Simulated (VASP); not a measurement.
**TiHg: single point with LDA**

TiHg:

```xyz
2
Lattice="2.9206 0.0000 0.0000 0.0000 2.9206 0.0000 0.0000 0.0000 3.9822" Properties=species:S:1:pos:R:3 pbc="T T T"
Ti    1.4603    1.4603    1.9911
Hg    0.0000    0.0000    0.0000
```

```yaml
Program: VASP 6.6.1
Task: single point
Functional: LDA
Potentials_or_basis: VASP PAW LDA potentials, release 64 (Ti_sv, Hg)
Cutoff: 520 eV
k_mesh: 14 × 14 × 10
Occupations: fermi-dirac, width 0.15 eV
Spin: no spin polarisation
Dipole_correction: no
Further_INCAR_settings: ALGO = Fast; EDIFF = 1e-07; NBANDS = 19
```

The pressure is 4.1 GPa and the band gap on the k mesh is zero (bands 12 and 13 overlap by 1.29 eV).

Levels at points of the mesh, in eV from the Fermi level:
```tsv
k point	band 10	band 11	band 12	band 13	band 14	band 15
(0.00, 0.00, 0.00)	-6.64	-0.56	-0.34	1.14	2.16	2.16
(0.50, 0.00, 0.00)	-4.03	-3.35	-1.28	-0.53	1.23	1.92
(0.50, 0.50, 0.00)	-2.10	0.34	0.34	1.32	1.32	1.60
(0.00, 0.00, 0.50)	-6.62	-4.91	-0.88	0.67	1.32	1.32
(0.50, 0.00, 0.50)	-3.60	-1.92	-0.75	-0.30	1.76	2.15
(0.50, 0.50, 0.50)	-2.35	-1.90	-1.90	1.70	1.72	3.56
```

Wall time 7.4 min on 1 thread of Oxide Virtual Turin-like Processor (shared host), peak memory 0.22 GiB.

Caveat: the cell stands under pressure; spin-orbit coupling is left out, which moves the levels of the heavy elements.
